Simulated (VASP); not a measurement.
# Ba (Fm-3m) in VASP: notebook

Runs on Ba. Level: PBE. Tasks: relaxation of cell and atoms.

Everything below comes from runs of VASP 6.6.1. Logs are shortened: lines on timing, memory, paths and dates and some standing lists are left out, and cuts for length are marked.

## Step 1: The cell of the first run

The structure is cubic, space group Fm-3m (No. 225). Conventional cell: a = 5.834 Å, b = 5.834 Å, c = 5.834 Å, α = 90.00°, β = 90.00°, γ = 90.00°. Ba (site symmetry m-3m) has 12 Ba at 4.13 Å within 5.4 Å.

This isn't the form of Ba at room conditions, which is bcc.

## Step 2: Relaxation of cell and atoms, PBE, target pressure 2.8 GPa, at which the enthalpy is minimised

INCAR

```
  PREC = Accurate
  ENCUT = 600
  EDIFF = 1E-6
  ISMEAR = -1
  SIGMA = 0.05
  LREAL = False
  LASPH = True
  NELM = 100
  ALGO = Normal
  ISIF = 3
  LWAVE = False
  LCHARG = False
  GGA = PE
  IBRION = 2
  NSW = 32
  EDIFFG = -0.005
  PSTRESS = 28.0
```

KPOINTS

```
Automatic mesh
0
Gamma
  11 11 11
```

POSCAR

```
Ba
1.0
    0.0000000000      2.9169398937      2.9169398937
    2.9169398937      0.0000000000      2.9169398937
    2.9169398937      2.9169398937      0.0000000000
Ba
1
Direct
    0.0000000000      0.0000000000      0.0000000000
```

Potentials or basis: VASP PAW PBE potentials, release 64 (Ba_sv).

Command:

```sh
> cat potpaw_PBE.64/Ba_sv/POTCAR > POTCAR
> mpirun -np 1 vasp_std > vasp.out
```

OUTCAR:

```text
PREC = Accurate
   ENCUT = 600
   EDIFF = 1E-6
   ISMEAR = -1
   LREAL = False
   LASPH = True
   NELM = 100
   ISIF = 3
   GGA = PE
   IBRION = 2
   NSW = 32
   EDIFFG = -0.005
   PSTRESS = 28.0

 ion  position               nearest neighbor table
   1  0.000  0.000  0.000-

  LATTYP: Found a face centered cubic cell.
 ALAT       =     5.8338797874

  Lattice vectors:

 A1 = (   0.0000000000,   2.9169398937,   2.9169398937)
 A2 = (   2.9169398937,   0.0000000000,   2.9169398937)
 A3 = (   2.9169398937,   2.9169398937,   0.0000000000)

Analysis of symmetry for initial positions (statically):
=====================================================================
 Subroutine PRICEL returns:
 Original cell was already a primitive cell.

 Routine SETGRP: Setting up the symmetry group for a
 face centered cubic supercell.

 Subroutine GETGRP returns: Found 48 space group operations
 (whereof 48 operations were pure point group operations)
 out of a pool of 48 trial point group operations.

The static configuration has the point symmetry O_h .

Analysis of symmetry for dynamics (positions and initial velocities):
=====================================================================
 Subroutine PRICEL returns:
 Original cell was already a primitive cell.

 Routine SETGRP: Setting up the symmetry group for a
 face centered cubic supercell.

 Subroutine GETGRP returns: Found 48 space group operations
 (whereof 48 operations were pure point group operations)
 out of a pool of 48 trial point group operations.

The dynamic configuration has the point symmetry O_h .

 Subroutine INISYM returns: Found 48 space group operations
 (whereof 48 operations are pure point group operations),
 and found     1 'primitive' translations

----------------------------------------------------------------------------------------

                                     Primitive cell

  volume of cell :      49.6378

  direct lattice vectors                    reciprocal lattice vectors
     0.000000000  2.916939894  2.916939894    -0.171412514  0.171412514  0.171412514
     2.916939894  0.000000000  2.916939894     0.171412514 -0.171412514  0.171412514
     2.916939894  2.916939894  0.000000000     0.171412514  0.171412514 -0.171412514

  length of vectors
     4.125175958  4.125175958  4.125175958     0.296895183  0.296895183  0.296895183

  position of ions in fractional coordinates (direct lattice)
     0.000000000  0.000000000  0.000000000

  ion indices of the primitive-cell ions
   primitive index   ion index
                 1           1

----------------------------------------------------------------------------------------

 KPOINTS: Automatic mesh

Automatic generation of k-mesh.
 Grid dimensions read from file:
 generate k-points for:   11   11   11

 Generating k-lattice:

  Cartesian coordinates                     Fractional coordinates (reciprocal lattice)
    -0.015582956  0.015582956  0.015582956     0.090909091  0.000000000  0.000000000
     0.015582956 -0.015582956  0.015582956     0.000000000  0.090909091  0.000000000
     0.015582956  0.015582956 -0.015582956     0.000000000  0.000000000  0.090909091

  Length of vectors
     0.026990471  0.026990471  0.026990471

  Shift w.r.t. Gamma in fractional coordinates (k-lattice)
     0.000000000  0.000000000  0.000000000

 Subroutine IBZKPT returns following result:
 ===========================================

 Found     56 irreducible k-points:

 Following reciprocal coordinates:
            Coordinates               Weight
  0.000000  0.000000  0.000000      1.000000
  0.090909  0.000000  0.000000      8.000000
  0.181818  0.000000  0.000000      8.000000
  0.272727  0.000000  0.000000      8.000000
  0.363636  0.000000  0.000000      8.000000
  0.454545  0.000000  0.000000      8.000000
[... 16 lines left out ...]
 -0.272727  0.181818  0.000000     24.000000
 -0.181818  0.181818  0.000000     12.000000
 [... further k-points ...]
   k-points           NKPTS =     56   k-points in BZ     NKDIM =     56   number of bands    NBANDS=      9
   number of dos      NEDOS =    301   number of ions     NIONS =      1
   total plane-waves  NPLWV =  46656
   dimension x,y,z NGX =    36 NGY =   36 NGZ =   36
   dimension x,y,z NGXF=    72 NGYF=   72 NGZF=   72
   ions per type =               1
   NGX,Y,Z   is equivalent  to a cutoff of  14.51, 14.51, 14.51 a.u.
   NGXF,Y,Z  is equivalent  to a cutoff of  29.02, 29.02, 29.02 a.u.
 SYSTEM =  unknown system
   PREC   = accura    normal or accurate (medium, high low for compatibility)
   ISTART =      0    job   : 0-new  1-cont  2-samecut
   ICHARG =      2    charge: 1-file 2-atom 10-const
   ISPIN  =      1    spin polarized calculation?
   LNONCOLLINEAR =      F non collinear calculations
   LSORBIT =      F    spin-orbit coupling
   LASPH  =      T    aspherical Exc in radial PAW
   ENCUT  =  600.0 eV  44.10 Ry    6.64 a.u.   8.24  8.24  8.24*2*pi/ulx,y,z
   NELM   =    100;   NELMIN=  2; NELMDL= -5     # of ELM steps
   EDIFF  = 0.1E-05   stopping-criterion for ELM
   LREAL  =      F    real-space projection
   EDIFFG = -.5E-02   stopping-criterion for IOM
   NSW    =     32    number of steps for IOM
   IBRION =      2    ionic relax: 0-MD 1-quasi-New 2-CG
   NFREE  =      1    steps in history (QN), initial steepest desc. (CG)
   ISIF   =      3    stress and relaxation
   ISYM   =      2    0-nonsym 1-usesym 2-fastsym
   POTIM  = 0.5000    time-step for ionic-motion
   TEBEG  =    0.0;   TEEND  =   0.0 temperature during run
   PSTRESS=   28.0 pullay stress
   NELECT =      10.0000    total number of electrons
   NUPDOWN=      -1.0000    fix difference up-down
   EMIN   =  10.00;   EMAX   =-10.00  energy-range for DOS
   EFERMI =   0.00;   METHOD = LEGACY
   ISMEAR =    -1;   SIGMA  =   0.05  broadening in eV -4-tet -1-fermi 0-gaus
   EFERMI_NEDOS =   21; number of points for ismear=-14 and -15
   IALGO  =     38    algorithm
   IMIX   =      4    mixing-type and parameters
     AMIX     =   0.40;   BMIX     =  1.00
     AMIX_MAG =   1.60;   BMIX_MAG =  1.00
  volume/ion in A,a.u.               =      49.64       334.97
  Fermi-wavevector in a.u.,A,eV,Ry     =   0.959704  1.813578 12.531401  0.921032
  Thomas-Fermi vector in A             =   2.088924
   LORBIT       =      0    0 simple, 1 ext, 2 COOP (PROOUT), +10 PAW based schemes
   GGA     = PE    functional components
   LHFCALC =     F    Hartree Fock is set to
   AEXX    =    0.0000 exact exchange contribution
   IVDW    =     0    specifies the selected vdW correction
   LEPSILON=     F    determine dielectric tensor
   LRPA    =     F    only Hartree local field effects (RPA)
 conjugate gradient relaxation of ions
 non-spin polarized calculation
  energy-cutoff  :      600.00
  volume of cell :       49.64
 maximum number of plane-waves:      1673
 NGX is ok and might be reduce to    36
   NGX = 17   NGY = 17   NGZ = 17

--------------------------------------- Ionic step        1  -------------------------------------------

 number of electron      10.0000000 magnetization

 Free energy of the ion-electron system (eV)
  ---------------------------------------------------
  ext. energy  EPLUGINS =         0.00000000
  ---------------------------------------------------
  free energy    TOTEN  =        -1.77737811 eV

  energy without entropy =       -1.76178068  energy(sigma->0) =       -1.76957940

------------------------ aborting loop because EDIFF is reached ----------------------------------------

  FORCE on cell =-STRESS in cart. coord.  units (eV):
  Direction    XX          YY          ZZ          XY          YZ          ZX
  --------------------------------------------------------------------------------------
  -------------------------------------------------------------------------------------
  Total        0.9352645      0.9352645      0.9352645     -0.0000000     -0.0000000      0.0000000
  in kB       30.1878789     30.1878789     30.1878789     -0.0000000     -0.0000000      0.0000000
  external PRESSURE =       2.1878789 kB  Pullay stress =      28.0000000 kB
[... 59 lines left out ...]
  enthalpy is  TOTEN    =        -0.9103558928 eV   P V=        0.8760188417

--------------------------------------- Ionic step        3  -------------------------------------------

 number of electron      10.0000000 magnetization

 Free energy of the ion-electron system (eV)
  ---------------------------------------------------
  ext. energy  EPLUGINS =         0.00000000
  ---------------------------------------------------
  free energy    TOTEN  =        -1.79289291 eV

  energy without entropy =       -1.77775377  energy(sigma->0) =       -1.78532334

 E-fermi :   2.4729     XC(G=0):  -8.1511

 val. band max:        2.4705136105   @ k =  -0.4545   0.3636   0.0000
 cond. band min:       2.4845633634   @ k =  -0.2727   0.2727   0.0000
 fundamental gap:      0.0140497529
 Fermi energy:         2.4728852003

 k-point     1 :       0.0000    0.0000    0.0000
  band No.  band energies     occupation
      1     -26.0856      2.00000
      2     -10.8521      2.00000
      3     -10.8521      2.00000
      4     -10.8521      2.00000
      5      -0.3413      2.00000
      6       4.4789      0.00000
      7       4.4789      0.00000
      8       4.4789      0.00000
      9       6.4952      0.00000
[... 265 lines left out ...]
 k-point    24 :      -0.1818    0.1818    0.0000
  band No.  band energies     occupation
      1     -26.0170      2.00000
      2     -11.3743      2.00000
      3     -11.0674      2.00000
      4     -10.9092      2.00000
      5       1.3120      2.00000
      6       3.4050      0.00000
      7       4.2111      0.00000
      8       5.2693      0.00000
      9       5.3760      0.00000

 [... further k-points ...]

------------------------ aborting loop because EDIFF is reached ----------------------------------------

  FORCE on cell =-STRESS in cart. coord.  units (eV):
  Direction    XX          YY          ZZ          XY          YZ          ZX
  --------------------------------------------------------------------------------------
  -------------------------------------------------------------------------------------
  Total        0.8800909      0.8800909      0.8800909     -0.0000000     -0.0000000      0.0000000
  in kB       27.9249018     27.9249018     27.9249018     -0.0000000     -0.0000000      0.0000000
  external PRESSURE =      -0.0750982 kB  Pullay stress =      28.0000000 kB
[... 16 lines left out ...]
  FREE ENERGIE OF THE ION-ELECTRON SYSTEM (eV)
  ---------------------------------------------------
  free  energy   TOTEN  =        -1.7928929098 eV

  energy  without entropy=       -1.7777537729  energy(sigma->0) =       -1.78532334

  enthalpy is  TOTEN    =        -0.9104351899 eV   P V=        0.8824577199

 reached required accuracy - stopping structural energy minimisation
```

Wall time 59 s (1 thread of Intel Xeon 8259CL, shared host); peak memory 0.22 GiB.

Results:

- Free energy: -1.7929 eV
- Relaxed volume: 50.49 Å³/atom
- Relaxed cell: a = 4.149 Å, b = 4.149 Å, c = 4.149 Å, α = 60.00°, β = 60.00°, γ = 60.00°
- Space group after relaxing (to 0.1 Å): Fm-3m (No. 225)
- Energy change on relaxing (the run minimises the enthalpy): -15.5 meV/atom
- Ionic steps: 3
- Pressure after relaxing: 2.8 GPa
- Band gap on the k mesh: zero (bands 5 and 6 overlap by 0.53 eV)

Step by step:
```
step  energy change (eV)  largest force (eV/Å)  pressure (GPa)  volume (Å³)
   1              0.0000                0.0000            3.02        49.64
   2             -0.0090                0.0000            2.89        50.13
   3             -0.0155                0.0000            2.79        50.49
```

Final structure:
```yaml
crystal:
  lattice:
    - [0.00000, 2.93363, 2.93363]
    - [2.93363, 0.00000, 2.93363]
    - [2.93363, 2.93363, 0.00000]
  atoms:
    - { symbol: Ba, position: [0.00000, 0.00000, 0.00000] }
```

Caveat: the cell is relaxed towards a set pressure, so the run minimises the enthalpy, not the energy; spin-orbit coupling is left out, which moves the levels of the heavy elements.

## Step 3: Relaxation of cell and atoms, PBE

This run uses another cell than the first one, of 63.44 Å³/atom.

INCAR

```
SYSTEM = Ba
ALGO = Normal
EDIFF = 1E-7
EDIFFG = -0.005
ENCUT = 600
GGA = PE
IBRION = 2
ISIF = 3
ISMEAR = -1
LASPH = .True.
LCHARG = .False.
LREAL = .False.
LWAVE = .False.
NELM = 60
NSW = 60
PREC = Accurate
SIGMA = 0.05
```

KPOINTS

```
k-points
0
Gamma
  11 11 11
  0 0 0
```

POSCAR

```
Ba
1.0
    0.0000000000      3.1655483894      3.1655483894
    3.1655483894      0.0000000000      3.1655483894
    3.1655483894      3.1655483894      0.0000000000
Ba
1
Direct
    0.0000000000      0.0000000000      0.0000000000
```

Potentials or basis: VASP PAW PBE potentials, release 64 (Ba_sv).

Command:

```sh
> cat potpaw_PBE.64/Ba_sv/POTCAR > POTCAR
> mpirun -np 1 vasp_std > vasp.out
```

Wall time 82 s (1 thread of Intel Xeon 8259CL, shared host); peak memory 0.23 GiB.

Results (log left out):

| Quantity | Value |
| --- | --- |
| Free energy | -1.8983 eV |
| Relaxed volume | 64.34 Å³/atom |
| Relaxed cell | a = 4.498 Å, b = 4.498 Å, c = 4.498 Å, α = 60.00°, β = 60.00°, γ = 60.00° |
| Space group after relaxing (to 0.1 Å) | Fm-3m (No. 225) |
| Energy gained by relaxing | 0.3 meV/atom |
| Ionic steps | 3 |
| Pressure after relaxing | 0.0 GPa |
| Band gap on the k mesh | zero (bands 5 and 6 overlap by 0.23 eV) |

Step by step:
```
step  energy change (eV)  largest force (eV/Å)  pressure (GPa)  volume (Å³)
   1              0.0000                0.0000            0.11        63.44
   2             -0.0002                0.0000            0.06        63.85
   3             -0.0003                0.0000           -0.01        64.34
```

Final structure:
```
Ba
1.0
     0.00000    3.18043    3.18043
     3.18043    0.00000    3.18043
     3.18043    3.18043    0.00000
Ba
1
Direct
  0.00000 0.00000 0.00000
```

Levels at points of the mesh, in eV from the Fermi level:
| k point | band 3 | band 4 | band 5 | band 6 | band 7 | band 8 |
| --- | --- | --- | --- | --- | --- | --- |
| (0.00, 0.00, 0.00) | -13.91 | -13.91 | -2.79 | 1.74 | 1.74 | 1.74 |

Caveat: spin-orbit coupling is left out, which moves the levels of the heavy elements.

The gap in the log of VASP goes by the Fermi energy; the results here count the filled bands.